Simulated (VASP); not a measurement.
SnO:

```
Sn O
1.0
     3.81370    0.00000    0.00000
     0.00000    3.81370    0.00000
     0.00000    0.00000    4.88691
Sn O
2 2
Cartesian
  1.9068 0.0000 3.7367
  0.0000 1.9068 1.1503
  0.0000 0.0000 0.0000
  1.9068 1.9068 0.0000
```

```yaml
Program: VASP 6.6.1
Task: relaxation of cell and atoms
Functional: PBE
Dispersion: D3(BJ)
Potentials_or_basis: VASP PAW PBE potentials, release 64 (Sn_d, O)
Cutoff: 600 eV
k_mesh: 7 × 7 × 6
Occupations: fermi-dirac, width 0.05 eV
Spin: no spin polarisation
```

At the start: pressure 1.7 GPa; volume 17.77 Å³/atom.

Q: Where does the relaxation end?

A: Over 10 steps the energy falls by 5.0 meV/atom and the volume is 17.44 Å³/atom (-1.9 %); space group P4/nmm (No. 129, to 0.05 Å).

Step by step:
| step | energy change (eV) | largest force (eV/Å) | pressure (GPa) | volume (Å³) |
| --- | --- | --- | --- | --- |
| 1 | 0.0000 | 0.4695 | 1.69 | 71.08 |
| 2 | -0.0014 | 0.2891 | -2.09 | 73.02 |
| 3 | -0.0108 | 0.0690 | -0.36 | 72.07 |
| 4 | -0.0128 | 0.0615 | -0.29 | 71.79 |
| 5 | -0.0174 | 0.0393 | -0.16 | 70.95 |
| 6 | -0.0195 | 0.0020 | 0.21 | 69.28 |
| 7 | -0.0200 | 0.0128 | 0.07 | 69.78 |
| 8 | -0.0200 | 0.0096 | 0.11 | 69.70 |
| 9 | -0.0197 | 0.0589 | -0.30 | 69.89 |
| 10 | -0.0200 | 0.0046 | 0.01 | 69.74 |

Final structure:
```xyz
4
Lattice="3.8364 0.0000 0.0000 0.0000 3.8364 0.0000 0.0000 0.0000 4.7386" Properties=species:S:1:pos:R:3 pbc="T T T"
Sn    1.9182    0.0000    3.5766
Sn    0.0000    1.9182    1.1620
O     0.0000    3.8364    0.0000
O     1.9182    1.9182    0.0000
```
